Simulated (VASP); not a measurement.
# GaN in VASP: notebook

Runs on GaN. Level: PBEsol. Tasks: single point, relaxation of cell and atoms.

Everything below comes from runs of VASP 6.6.1. Logs are shortened: lines on timing, memory, paths and dates and some standing lists are left out, and cuts for length are marked.

## 1. The cell of the first run

The structure is hexagonal, space group P6_3mc (No. 186). The conventional cell has a = 3.181 Å, b = 3.181 Å, c = 10.379 Å, α = 90.00°, β = 90.00°, γ = 120.00°. Ga (site symmetry 3m) has 4 N at 1.95 Å within 2.6 Å. Ga (site symmetry 3m) has 4 N at 1.95 Å within 2.6 Å. N (site symmetry 3m) has 4 Ga at 1.95 Å within 2.6 Å. N (site symmetry 3m) has 4 Ga at 1.95 Å within 2.6 Å.

## 2. Single point, PBEsol

INCAR

```
SYSTEM = GaN
PREC = Accurate
ENCUT = 520
EDIFF = 1E-6
ISMEAR = -1
SIGMA = 0.03
LREAL = .FALSE.
LASPH = .TRUE.
NELM = 60
ALGO = Normal
ISIF = 2
LWAVE = .FALSE.
LCHARG = .TRUE.
GGA = PS
LELF = .TRUE.
LVHAR = .TRUE.
NBANDS = 46
```

KPOINTS

```
Automatic mesh
0
G
  9 9 2
  0 0 0
```

POSCAR

```
GaN
1.0
    3.1813636598      0.0000000000      0.0000000000
   -1.5906818299      2.7551417481      0.0000000000
    0.0000000000      0.0000000000     10.3789572842
Ga N
4 4
Direct
    0.0000000000      0.0000000000     -0.0003282090
    0.3333333333      0.6666666667      0.2499446221
    0.0000000000      0.0000000000      0.4996717910
    0.6666666667      0.3333333333      0.7499446221
    0.0000000000      0.0000000000      0.1876131829
    0.3333333333      0.6666666667      0.4377704040
    0.0000000000      0.0000000000      0.6876131829
    0.6666666667      0.3333333333      0.9377704040
```

Potentials or basis: VASP PAW PBE potentials, release 64 (Ga_d, N).

The run is started by

```bash
> cat potpaw_PBE.64/Ga_d/POTCAR potpaw_PBE.64/N/POTCAR > POTCAR
> mpirun -np 1 vasp_std > vasp.out
```

OUTCAR:

```text
SYSTEM = GaN
   PREC = Accurate
   ENCUT = 520
   EDIFF = 1E-6
   ISMEAR = -1
   LREAL = .FALSE.
   LASPH = .TRUE.
   NELM = 60
   ISIF = 2
   GGA = PS

 ion  position               nearest neighbor table
   1  0.000  0.000  1.000-   8 1.95   8 1.95   8 1.95   5 1.95
   2  0.333  0.667  0.250-   5 1.95   5 1.95   5 1.95   6 1.95
   3  0.000  0.000  0.500-   6 1.95   6 1.95   6 1.95   7 1.95
   4  0.667  0.333  0.750-   7 1.95   7 1.95   7 1.95   8 1.95
   5  0.000  0.000  0.188-   2 1.95   2 1.95   2 1.95   1 1.95
   6  0.333  0.667  0.438-   3 1.95   3 1.95   3 1.95   2 1.95
   7  0.000  0.000  0.688-   4 1.95   4 1.95   4 1.95   3 1.95
   8  0.667  0.333  0.938-   1 1.95   1 1.95   1 1.95   4 1.95

  LATTYP: Found a hexagonal cell.
 ALAT       =     3.1813636598
 C/A-ratio  =     3.2624240402

  Lattice vectors:

 A1 = (   3.1813636598,   0.0000000000,   0.0000000000)
 A2 = (  -1.5906818299,   2.7551417481,   0.0000000000)
 A3 = (   0.0000000000,   0.0000000000,  10.3789572842)

Analysis of symmetry for initial positions (statically):
=====================================================================
 Subroutine PRICEL returns:
 Original cell was already a primitive cell.

 Routine SETGRP: Setting up the symmetry group for a
 hexagonal supercell.

 Subroutine GETGRP returns: Found 12 space group operations
 (whereof  6 operations were pure point group operations)
 out of a pool of 24 trial point group operations.

The static configuration has the point symmetry C_3v.
 The point group associated with its full space group is C_6v.

Analysis of symmetry for dynamics (positions and initial velocities):
=====================================================================
 Subroutine PRICEL returns:
 Original cell was already a primitive cell.

 Routine SETGRP: Setting up the symmetry group for a
 hexagonal supercell.

 Subroutine GETGRP returns: Found 12 space group operations
 (whereof  6 operations were pure point group operations)
 out of a pool of 24 trial point group operations.

The dynamic configuration has the point symmetry C_3v.
 The point group associated with its full space group is C_6v.

 Subroutine INISYM returns: Found 12 space group operations
 (whereof  6 operations are pure point group operations),
 and found     1 'primitive' translations

----------------------------------------------------------------------------------------

[... 108 lines left out ...]
   NFREE  =      0    steps in history (QN), initial steepest desc. (CG)
   ISIF   =      2    stress and relaxation
   ISYM   =      2    0-nonsym 1-usesym 2-fastsym
   POTIM  = 0.5000    time-step for ionic-motion
   TEBEG  =    0.0;   TEEND  =   0.0 temperature during run
   PSTRESS=    0.0 pullay stress
   NELECT =      72.0000    total number of electrons
   NUPDOWN=      -1.0000    fix difference up-down
   EMIN   =  10.00;   EMAX   =-10.00  energy-range for DOS
   EFERMI =   0.00;   METHOD = LEGACY
   ISMEAR =    -1;   SIGMA  =   0.03  broadening in eV -4-tet -1-fermi 0-gaus
   EFERMI_NEDOS =   21; number of points for ismear=-14 and -15
   IALGO  =     38    algorithm
   IMIX   =      4    mixing-type and parameters
     AMIX     =   0.40;   BMIX     =  1.00
     AMIX_MAG =   1.60;   BMIX_MAG =  1.00
  volume/ion in A,a.u.               =      11.37        76.74
  Fermi-wavevector in a.u.,A,eV,Ry     =   1.514312  2.861635 31.200071  2.293141
  Thomas-Fermi vector in A             =   2.623986
   LORBIT       =      0    0 simple, 1 ext, 2 COOP (PROOUT), +10 PAW based schemes
   GGA     = PS    functional components
   LHFCALC =     F    Hartree Fock is set to
   AEXX    =    0.0000 exact exchange contribution
   IVDW    =     0    specifies the selected vdW correction
   LEPSILON=     F    determine dielectric tensor
   LRPA    =     F    only Hartree local field effects (RPA)
 non-spin polarized calculation
  energy-cutoff  :      520.00
  volume of cell :       90.97
 maximum number of plane-waves:      2472
 NGX is ok and might be reduce to    24
   NGX = 11   NGY = 11   NGZ = 39

 number of electron      71.9999984 magnetization

 Free energy of the ion-electron system (eV)
  ---------------------------------------------------
  ext. energy  EPLUGINS =         0.00000000
  ---------------------------------------------------
  free energy    TOTEN  =       -52.51531728 eV

  energy without entropy =      -52.51531728  energy(sigma->0) =      -52.51531728

 E-fermi :   5.9006     XC(G=0): -11.9324

 val. band max:        5.2267447549   @ k =   0.0000   0.0000   0.0000
 cond. band min:       7.0317783553   @ k =   0.0000   0.0000   0.0000
 fundamental gap:      1.8050336004
 Fermi energy:         5.9005727061

 k-point     1 :       0.0000    0.0000    0.0000
  band No.  band energies     occupation
      1     -10.7753      2.00000
      2     -10.2041      2.00000
      3     -10.1900      2.00000
      4      -9.8088      2.00000
      5      -8.1800      2.00000
      6      -8.1728      2.00000
[... 1165 lines left out ...]
     45      14.4416      0.00000
     46      14.4416      0.00000

------------------------ aborting loop because EDIFF is reached ----------------------------------------

  FORCE on cell =-STRESS in cart. coord.  units (eV):
  Direction    XX          YY          ZZ          XY          YZ          ZX
  --------------------------------------------------------------------------------------
  -------------------------------------------------------------------------------------
  Total       -0.1725908     -0.1725908     -0.1614782      0.0000000      0.0000000      0.0000000
  in kB       -3.0396051     -3.0396051     -2.8438950      0.0000000      0.0000000      0.0000000
  external PRESSURE =      -2.9743684 kB  Pullay stress =       0.0000000 kB

 VOLUME and BASIS-vectors are now :
 -----------------------------------------------------------------------------
  energy-cutoff  :      520.00
  volume of cell :       90.97
      direct lattice vectors                 reciprocal lattice vectors
     3.181363660  0.000000000  0.000000000     0.314330616  0.181478866  0.000000000
    -1.590681830  2.755141748  0.000000000     0.000000000  0.362957732  0.000000000
     0.000000000  0.000000000 10.378957284     0.000000000  0.000000000  0.096348792

 POSITION                                       TOTAL-FORCE (eV/Angst)
 -----------------------------------------------------------------------------------
      0.00000      0.00000     10.37555         0.000000      0.000000     -0.000102
     -0.00000      1.83676      2.59416        -0.000000      0.000000     -0.000730
      0.00000      0.00000      5.18607         0.000000     -0.000000     -0.000102
      1.59068      0.91838      7.78364         0.000000      0.000000     -0.000730
      0.00000      0.00000      1.94723        -0.000000      0.000000      0.000067
     -0.00000      1.83676      4.54360         0.000000     -0.000000      0.000766
      0.00000      0.00000      7.13671         0.000000     -0.000000      0.000067
      1.59068      0.91838      9.73308        -0.000000      0.000000      0.000766
 -----------------------------------------------------------------------------------
    total drift:                               -0.000001     -0.000002     -0.000984

  FREE ENERGIE OF THE ION-ELECTRON SYSTEM (eV)
  ---------------------------------------------------
  free  energy   TOTEN  =       -52.5153172765 eV

  energy  without entropy=      -52.5153172765  energy(sigma->0) =      -52.51531728
```

It took 3.3 min on 1 thread of Intel Xeon 8259CL, shared host; peak memory 0.23 GiB.

Results:

```yaml
Free_energy: -52.5153 eV
Pressure: -0.3 GPa
Band_gap_on_the_k_mesh: 1.81 eV
```

Levels at points of the mesh, in eV from the valence-band top:
| k point | band 33 | band 34 | band 35 | band 36 | band 37 | band 38 | band 39 | band 40 |
| --- | --- | --- | --- | --- | --- | --- | --- | --- |
| (0.00, 0.00, 0.00) | -0.52 | -0.02 | 0.00 | 0.00 | 1.81 | 3.98 | 4.29 | 4.41 |
| (0.00, 0.00, 0.50) | -0.16 | -0.16 | -0.16 | -0.16 | 2.98 | 2.98 | 4.43 | 4.43 |

Caveat: the PAW data sets were made with another functional, which shifts forces and pressure a little.

(Part 1 of 2 ends here.)
